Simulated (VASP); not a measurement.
# BN (R3m) in VASP: further runs

BN is run at these levels: PBEsol; tasks: single point.

All numbers are computed with VASP 6.6.1; they aren't measurements. Logs are shortened: lines on timing, memory, paths and dates and some standing lists are left out, and cuts for length are marked.

### Step 1. The cell of the first run

The structure is trigonal, space group R3m (No. 160). Conventional cell: a = 2.502 Å, b = 2.502 Å, c = 10.119 Å, α = 90.00°, β = 90.00°, γ = 120.00°. B (site symmetry 3m) has 3 N at 1.46 Å within 1.9 Å. N (site symmetry 3m) has 3 B at 1.46 Å within 1.9 Å.

### Step 2. Single point, PBEsol (mode 4 (749.1 1/cm) frozen in, largest displacement -0.120 Å)

INCAR

```
SYSTEM = BN
PREC = Accurate
ENCUT = 520
EDIFF = 1E-6
ISMEAR = 0
SIGMA = 0.05
LREAL = .False.
LASPH = .True.
NELM = 80
ALGO = Normal
ISIF = 2
LWAVE = .False.
LCHARG = .False.
GGA = PS
NBANDS = 11
```

KPOINTS

```
Automatic mesh
0
Gamma
  12 12 12
  0 0 0
```

POSCAR

```
BN
1.0
    1.2511217832      0.7223354983      3.3729344033
   -1.2511217832      0.7223354983      3.3729344033
    0.0000000000     -1.4446709967      3.3729344033
B N
1 1
Direct
    0.9878120900      0.9878120900      0.9878120900
    0.3419141509      0.3419141509      0.3419141509
```

Potentials or basis: VASP PAW PBE potentials, release 64 (B, N).

Started as:

```bash
$ cat potpaw_PBE.64/B/POTCAR potpaw_PBE.64/N/POTCAR > POTCAR
$ mpirun -np 1 vasp_std > vasp.out
```

OUTCAR:

```text
SYSTEM = BN
   PREC = Accurate
   ENCUT = 520
   EDIFF = 1E-6
   ISMEAR = 0
   LREAL = .False.
   LASPH = .True.
   NELM = 80
   ISIF = 2
   GGA = PS

 ion  position               nearest neighbor table
   1  0.988  0.988  0.988-   2 1.46   2 1.46   2 1.46
   2  0.342  0.342  0.342-   1 1.46   1 1.46   1 1.46

  LATTYP: Found a trigonal (rhomboedric) cell.
 ALAT       =     3.6692997666
 COS(alpha) =     0.7674786796

  Lattice vectors:

 A1 = (   1.2511217832,   0.7223354983,   3.3729344033)
 A2 = (  -1.2511217832,   0.7223354983,   3.3729344033)
 A3 = (   0.0000000000,  -1.4446709967,   3.3729344033)

Analysis of symmetry for initial positions (statically):
=====================================================================
 Subroutine PRICEL returns:
 Original cell was already a primitive cell.

 Routine SETGRP: Setting up the symmetry group for a
 trigonal (rhombohedral) supercell.

 Subroutine GETGRP returns: Found  6 space group operations
 (whereof  6 operations were pure point group operations)
 out of a pool of 12 trial point group operations.

The static configuration has the point symmetry C_3v.

Analysis of symmetry for dynamics (positions and initial velocities):
=====================================================================
 Subroutine PRICEL returns:
 Original cell was already a primitive cell.

 Routine SETGRP: Setting up the symmetry group for a
 trigonal (rhombohedral) supercell.

 Subroutine GETGRP returns: Found  6 space group operations
 (whereof  6 operations were pure point group operations)
 out of a pool of 12 trial point group operations.

The dynamic configuration has the point symmetry C_3v.

 Subroutine INISYM returns: Found  6 space group operations
 (whereof  6 operations are pure point group operations),
 and found     1 'primitive' translations

----------------------------------------------------------------------------------------

                                     Primitive cell

  volume of cell :      18.2893

  direct lattice vectors                    reciprocal lattice vectors
     1.251121783  0.722335498  3.372934403     0.399641351  0.230733042  0.098825916
    -1.251121783  0.722335498  3.372934403    -0.399641351  0.230733042  0.098825916
     0.000000000 -1.444670997  3.372934403     0.000000000 -0.461466083  0.098825916

  length of vectors
     3.669299767  3.669299767  3.669299767     0.471929558  0.471929558  0.471929558

  position of ions in fractional coordinates (direct lattice)
     0.987812090  0.987812090  0.987812090
     0.341914151  0.341914151  0.341914151

  ion indices of the primitive-cell ions
   primitive index   ion index
                 1           1
                 2           2

----------------------------------------------------------------------------------------

 KPOINTS: Automatic mesh

Automatic generation of k-mesh.
 Grid dimensions read from file:
 generate k-points for:   12   12   12

 Generating k-lattice:

  Cartesian coordinates                     Fractional coordinates (reciprocal lattice)
     0.033303446  0.019227753  0.008235493     0.083333333  0.000000000  0.000000000
    -0.033303446  0.019227753  0.008235493     0.000000000  0.083333333  0.000000000
     0.000000000 -0.038455507  0.008235493     0.000000000  0.000000000  0.083333333

  Length of vectors
     0.039327463  0.039327463  0.039327463

  Shift w.r.t. Gamma in fractional coordinates (k-lattice)
     0.000000000  0.000000000  0.000000000

 Subroutine IBZKPT returns following result:
 ===========================================

 Found    189 irreducible k-points:

 Following reciprocal coordinates:
            Coordinates               Weight
  0.000000  0.000000  0.000000      1.000000
  0.083333  0.000000 -0.000000      6.000000
  0.166667  0.000000  0.000000      6.000000
  0.250000  0.000000 -0.000000      6.000000
  0.333333 -0.000000 -0.000000      6.000000
  0.416667 -0.000000 -0.000000      6.000000
[... 16 lines left out ...]
  0.500000  0.166667  0.000000     12.000000
 -0.416667  0.166667  0.000000     12.000000
 [... further k-points ...]
   k-points           NKPTS =    189   k-points in BZ     NKDIM =    189   number of bands    NBANDS=     11
   number of dos      NEDOS =    301   number of ions     NIONS =      2
   total plane-waves  NPLWV =  21952
   dimension x,y,z NGX =    28 NGY =   28 NGZ =   28
   dimension x,y,z NGXF=    56 NGYF=   56 NGZF=   56
   ions per type =               1   1
   NGX,Y,Z   is equivalent  to a cutoff of  12.69, 12.69, 12.69 a.u.
   NGXF,Y,Z  is equivalent  to a cutoff of  25.37, 25.37, 25.37 a.u.
 SYSTEM =  BN
   PREC   = accura    normal or accurate (medium, high low for compatibility)
   ISTART =      0    job   : 0-new  1-cont  2-samecut
   ICHARG =      2    charge: 1-file 2-atom 10-const
   ISPIN  =      1    spin polarized calculation?
   LNONCOLLINEAR =      F non collinear calculations
   LSORBIT =      F    spin-orbit coupling
   LASPH  =      T    aspherical Exc in radial PAW
   ENCUT  =  520.0 eV  38.22 Ry    6.18 a.u.   6.82  6.82  6.82*2*pi/ulx,y,z
   NELM   =     80;   NELMIN=  2; NELMDL= -5     # of ELM steps
   EDIFF  = 0.1E-05   stopping-criterion for ELM
   LREAL  =      F    real-space projection
   EDIFFG = 0.1E-04   stopping-criterion for IOM
   NSW    =      0    number of steps for IOM
   IBRION =     -1    ionic relax: 0-MD 1-quasi-New 2-CG
   NFREE  =      0    steps in history (QN), initial steepest desc. (CG)
   ISIF   =      2    stress and relaxation
   ISYM   =      2    0-nonsym 1-usesym 2-fastsym
   POTIM  = 0.5000    time-step for ionic-motion
   TEBEG  =    0.0;   TEEND  =   0.0 temperature during run
   PSTRESS=    0.0 pullay stress
   NELECT =       8.0000    total number of electrons
   NUPDOWN=      -1.0000    fix difference up-down
   EMIN   =  10.00;   EMAX   =-10.00  energy-range for DOS
   EFERMI =   0.00;   METHOD = LEGACY
   ISMEAR =     0;   SIGMA  =   0.05  broadening in eV -4-tet -1-fermi 0-gaus
   EFERMI_NEDOS =   21; number of points for ismear=-14 and -15
   IALGO  =     38    algorithm
   IMIX   =      4    mixing-type and parameters
     AMIX     =   0.40;   BMIX     =  1.00
     AMIX_MAG =   1.60;   BMIX_MAG =  1.00
  volume/ion in A,a.u.               =       9.14        61.71
  Fermi-wavevector in a.u.,A,eV,Ry     =   1.242717  2.348395 21.012099  1.544346
  Thomas-Fermi vector in A             =   2.377059
   LORBIT       =      0    0 simple, 1 ext, 2 COOP (PROOUT), +10 PAW based schemes
   GGA     = PS    functional components
   LHFCALC =     F    Hartree Fock is set to
   AEXX    =    0.0000 exact exchange contribution
   IVDW    =     0    specifies the selected vdW correction
   LEPSILON=     F    determine dielectric tensor
   LRPA    =     F    only Hartree local field effects (RPA)
 non-spin polarized calculation
 Gauss-broadening in eV      SIGMA  =   0.05
  energy-cutoff  :      520.00
  volume of cell :       18.29
 maximum number of plane-waves:       517
   NGX = 13   NGY = 13   NGZ = 13

 number of electron       8.0000001 magnetization

 Free energy of the ion-electron system (eV)
  ---------------------------------------------------
  ext. energy  EPLUGINS =         0.00000000
  ---------------------------------------------------
  free energy    TOTEN  =       -17.99674892 eV

  energy without entropy =      -17.99674892  energy(sigma->0) =      -17.99674892

 E-fermi :   2.3472     XC(G=0): -10.2691

 val. band max:        2.0250367961   @ k =  -0.3333   0.3333   0.0000
 cond. band min:       5.7104320283   @ k =   0.5000   0.5000  -0.0000
 fundamental gap:      3.6853952322
 Fermi energy:         2.3472127000

 k-point     1 :       0.0000    0.0000    0.0000
  band No.  band energies     occupation
      1     -15.5802      2.00000
      2      -1.9935      2.00000
      3       1.1255      2.00000
      4       1.1255      2.00000
      5       6.3239      0.00000
      6      13.7146      0.00000
      7      13.7146      0.00000
      8      15.4019      0.00000
      9      16.9211      0.00000
     10      27.7668      0.00000
     11      29.4871      0.00000

 k-point     2 :       0.0833    0.0000   -0.0000
  band No.  band energies     occupation
      1     -15.4398      2.00000
      2      -1.8544      2.00000
      3       0.5403      2.00000
      4       0.8672      2.00000
      5       6.5802      0.00000
      6      13.6094      0.00000
      7      14.2797      0.00000
      8      15.1713      0.00000
      9      17.1918      0.00000
     10      27.2278      0.00000
     11      28.1949      0.00000

 k-point     3 :       0.1667    0.0000    0.0000
  band No.  band energies     occupation
      1     -15.0264      2.00000
      2      -1.4795      2.00000
      3      -0.8778      2.00000
      4       0.2389      2.00000
      5       7.2374      0.00000
      6      13.2006      0.00000
      7      14.4087      0.00000
      8      15.7887      0.00000
      9      18.1240      0.00000
     10      24.4391      0.00000
     11      27.1576      0.00000

 k-point     4 :       0.2500    0.0000   -0.0000
  band No.  band energies     occupation
      1     -14.3674      2.00000
      2      -2.7941      2.00000
      3      -0.7299      2.00000
      4      -0.4885      2.00000
      5       8.0854      0.00000
      6      12.1123      0.00000
      7      13.9164      0.00000
      8      17.8172      0.00000
      9      19.2213      0.00000
     10      22.1730      0.00000
     11      25.8466      0.00000

 k-point     5 :       0.3333   -0.0000   -0.0000
  band No.  band energies     occupation
      1     -13.5321      2.00000
      2      -4.6228      2.00000
      3      -1.1127      2.00000
      4       0.1209      2.00000
      5       8.5277      0.00000
      6      11.1362      0.00000
      7      13.9015      0.00000
      8      19.1433      0.00000
      9      19.7526      0.00000
     10      21.3358      0.00000
     11      25.3318      0.00000
[... 211 lines left out ...]
 k-point    21 :       0.3333    0.1667   -0.0000
  band No.  band energies     occupation
      1     -13.9540      2.00000
      2      -3.2010      2.00000
      3      -1.5413      2.00000
      4      -0.6199      2.00000
      5       8.6045      0.00000
      6      12.6571      0.00000
      7      14.5352      0.00000
      8      16.8094      0.00000
      9      19.7795      0.00000
     10      21.6155      0.00000
     11      25.5959      0.00000

 k-point    22 :       0.4167    0.1667    0.0000
  band No.  band energies     occupation
      1     -13.1560      2.00000
      2      -4.6053      2.00000
      3      -2.3971      2.00000
      4       0.1959      2.00000
      5       8.3636      0.00000
      6      12.7671      0.00000
      7      15.2177      0.00000
      8      17.0011      0.00000
      9      19.1923      0.00000
     10      21.6381      0.00000
     11      25.1068      0.00000

 k-point    23 :       0.5000    0.1667    0.0000
  band No.  band energies     occupation
      1     -12.3866      2.00000
      2      -5.8520      2.00000
      3      -2.9142      2.00000
      4       1.0946      2.00000
      5       7.6088      0.00000
      6      13.0293      0.00000
      7      15.8081      0.00000
      8      16.7223      0.00000
      9      19.0288      0.00000
     10      21.3912      0.00000
     11      25.5204      0.00000

 k-point    24 :      -0.4167    0.1667    0.0000
  band No.  band energies     occupation
      1     -12.0440      2.00000
      2      -6.3770      2.00000
      3      -3.0854      2.00000
      4       1.6730      2.00000
      5       7.1228      0.00000
      6      12.9284      0.00000
      7      15.9801      0.00000
      8      16.1231      0.00000
      9      19.2526      0.00000
     10      21.9080      0.00000
     11      25.4417      0.00000

 [... further k-points ...]

------------------------ aborting loop because EDIFF is reached ----------------------------------------

  FORCE on cell =-STRESS in cart. coord.  units (eV):
  Direction    XX          YY          ZZ          XY          YZ          ZX
  --------------------------------------------------------------------------------------
  -------------------------------------------------------------------------------------
  Total       -0.0401355     -0.0401355     -0.5937006      0.0000000      0.0000000     -0.0000000
  in kB       -3.5159392     -3.5159392    -52.0092242      0.0000000      0.0000000     -0.0000000
  external PRESSURE =     -19.6803675 kB  Pullay stress =       0.0000000 kB

 VOLUME and BASIS-vectors are now :
 -----------------------------------------------------------------------------
  energy-cutoff  :      520.00
  volume of cell :       18.29
      direct lattice vectors                 reciprocal lattice vectors
     1.251121783  0.722335498  3.372934403     0.399641351  0.230733042  0.098825916
    -1.251121783  0.722335498  3.372934403    -0.399641351  0.230733042  0.098825916
     0.000000000 -1.444670997  3.372934403     0.000000000 -0.461466083  0.098825916

 POSITION                                       TOTAL-FORCE (eV/Angst)
 -----------------------------------------------------------------------------------
      0.00000     -0.00000      9.99548         0.000000     -0.000000      2.728753
      0.00000     -0.00000      3.45976         0.000000      0.000000     -2.728753
 -----------------------------------------------------------------------------------
    total drift:                               -0.000000      0.000000      0.000342

  FREE ENERGIE OF THE ION-ELECTRON SYSTEM (eV)
  ---------------------------------------------------
  free  energy   TOTEN  =       -17.9967489226 eV

  energy  without entropy=      -17.9967489226  energy(sigma->0) =      -17.99674892
```

Run time: 26 s. Hardware: 1 thread of Intel Xeon 6975P-C (Granite Rapids), shared host; peak memory 0.17 GiB.

What came out:

```
Free energy            : -17.9967 eV
Pressure               : -2.0 GPa
Largest force          : 2.729 eV/Å
Band gap on the k mesh : 3.69 eV, indirect (least direct gap 4.46 eV)
```

Forces on the atoms (eV/Å):
```
B    0.000  0.000  2.729
N    0.000  0.000 -2.729
```

Caveat: the cell differs from its parent crystal (mode 4 (749.1 1/cm) frozen in, largest displacement -0.120 Å); the PAW data sets were made with another functional, which shifts forces and pressure a little.

(Continued in part 2 of 3.)
